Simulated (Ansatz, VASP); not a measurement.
**One calculation of ZrH, two programs**

Contents of INCAR:

```
PREC     = Accurate       # precision mode
ENCUT    = 520            # plane-wave cutoff, eV
EDIFF    = 1E-8           # SCF threshold, eV
ISMEAR   = -1             # smearing method
SIGMA    = 0.02           # smearing width, eV
LREAL    = False          # projectors in reciprocal space
LASPH    = True           # aspherical terms in the spheres
NELM     = 100            # most SCF steps
ALGO     = Normal         # electronic algorithm
ISIF     = 2              # what is computed and relaxed
LWAVE    = False          # write WAVECAR
LCHARG   = False          # write CHGCAR
GGA      = PS             # functional
LEFG     = True         
NBANDS   = 21             # bands
```

Contents of KPOINTS:

```
Automatic mesh
0
Gamma
  9 9 6
```

File POSCAR:

```
ZrH
1.0
    3.2427916985      0.0324279170      0.0324279170
    0.0324279170      3.2427916985      0.0324279170
    0.0494800000      0.0494800000      4.9480000000
Zr H
2 2
Direct
    0.0000000000      0.5000000000      0.0000000000
    0.5000000000      0.0000000000      0.5000000000
    0.0000000000      0.0000000000      0.7500000000
    0.0000000000      0.0000000000      0.2500000000
```

Input for Ansatz:

```yaml
crystal:
  lattice:
    - [3.2427916985, 0.032427917, 0.032427917]
    - [0.032427917, 3.2427916985, 0.032427917]
    - [0.04948, 0.04948, 4.948]
  atoms:
    - { symbol: Zr, position: [0.0, 0.5, 0.0] }
    - { symbol: Zr, position: [0.5, 0.0, 0.5] }
    - { symbol: H, position: [0.0, 0.0, 0.75] }
    - { symbol: H, position: [0.0, 0.0, 0.25] }
kpoints:
  mp_grid: { grid: [9, 9, 6] }
scf:
  occupations: { method: fermi_dirac, width: 0.02 }
hamiltonian:
  xc: pbesol
  pseudopotentials: { kind: all_electron, datasets: crystal }
output:
  forces: true
  stress: true
  eigenvalues: true
  efg: { contact_densities: true }
```

Change from the starting cell: equal xy, yz and zx shear strains of +2 %, crystal datasets.

Alike in both runs: task electric field gradients; functional PBEsol; k mesh 9 × 9 × 6; occupations fermi-dirac, width 0.02 eV; no spin polarisation.

|  | VASP | Ansatz |
| --- | --- | --- |
| version | VASP 6.6.1 | Ansatz 0.2.0 |
| potentials or method | VASP PAW PBE potentials, release 64 (Zr_sv, H), cutoff 520 eV | all-electron PAW with datasets made for the crystal, scalar-relativistic |

|  | VASP | Ansatz | Ansatz less VASP |
| --- | --- | --- | --- |
| pressure (GPa) | -2.5 | -2.5 | -0.02 |
| traceless stress, the component that is largest in VASP (GPa) | -1.57 | -1.56 | +0.003 |
| rms of the force components (eV/Å) | 0.064 | 0.064 | -0.0003 |
| size of Vzz on the site where it differs most (V/Å²) | 79.0 | 75.9 | -3.15 |

VASP's potentials were made for PBE, not for PBEsol. Atom by atom the forces differ by 0.000 eV/Å (rms over components). Ansatz ran all-electron here, and VASP with PAW potentials.
